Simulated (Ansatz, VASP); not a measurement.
# BP in VASP and in Ansatz

Contents of INCAR:

```
SYSTEM = BP
ALGO = Normal ; EDIFF = 1E-6
ENCUT = 500 ; GGA = PS
GGA_COMPAT = .False. ; ISIF = 2
ISMEAR = 0 ; LASPH = .True.
LCHARG = .True. ; LELF = .True.
LREAL = .False. ; LVHAR = .True.
LWAVE = .False. ; NBANDS = 11
NELM = 120 ; PREC = Accurate
SIGMA = 0.1
```

Contents of KPOINTS:

```
k-points
0
Gamma
  8 8 8
  0 0 0
```

File POSCAR:

```
BP
1.0
    0.0000000000      2.2600000000      2.2600000000
    2.2600000000      0.0000000000      2.2600000000
    2.2600000000      2.2600000000      0.0000000000
B P
1 1
Direct
    0.0000000000      0.0000000000      0.0000000000
    0.2500000000      0.2500000000      0.2500000000
```

Input for Ansatz:

```yaml
crystal:
  lattice:
    - [0.0, 2.26, 2.26]
    - [2.26, 0.0, 2.26]
    - [2.26, 2.26, 0.0]
  atoms:
    - { symbol: B, position: [0.0, 0.0, 0.0] }
    - { symbol: P, position: [0.25, 0.25, 0.25] }
basis:
  ecutwfc: 420
kpoints:
  mp_grid: { grid: [8, 8, 8] }
hamiltonian:
  xc: pbesol
  pseudopotentials: { kind: paw, azcp: { folder: soft_1 } }
scf:
  occupations: { method: gaussian, width: 0.1 }
output:
  forces: true
  stress: true
  eigenvalues: true
```

Alike in both runs: task single point; functional PBEsol; k mesh 8 × 8 × 8; occupations gaussian, width 0.1 eV; no spin polarisation.

```csv
,VASP,Ansatz
version,VASP 6.6.1,Ansatz 0.2.0
potentials or method,"VASP PAW PBE potentials, release 64 (B, P), cutoff 500 eV","scalar-relativistic, plane waves, PAW"
valence electrons in the cell,8,8
```

Ansatz gave:

```
gap on the k mesh at the Fermi level (eV) : 1.15
least direct gap on the mesh (eV)         : 3.38
pressure (GPa)                            : 0.0
```

Q: What did VASP give for the same quantities?

A: gap on the k mesh at the Fermi level (eV): 1.15; least direct gap on the mesh (eV): 3.37; pressure (GPa): 0.1.

VASP's potentials were made for PBE, not for PBEsol, and Ansatz warns of the same on its side. With one functional, cell and mesh, what is left measures potentials, basis and numerics.
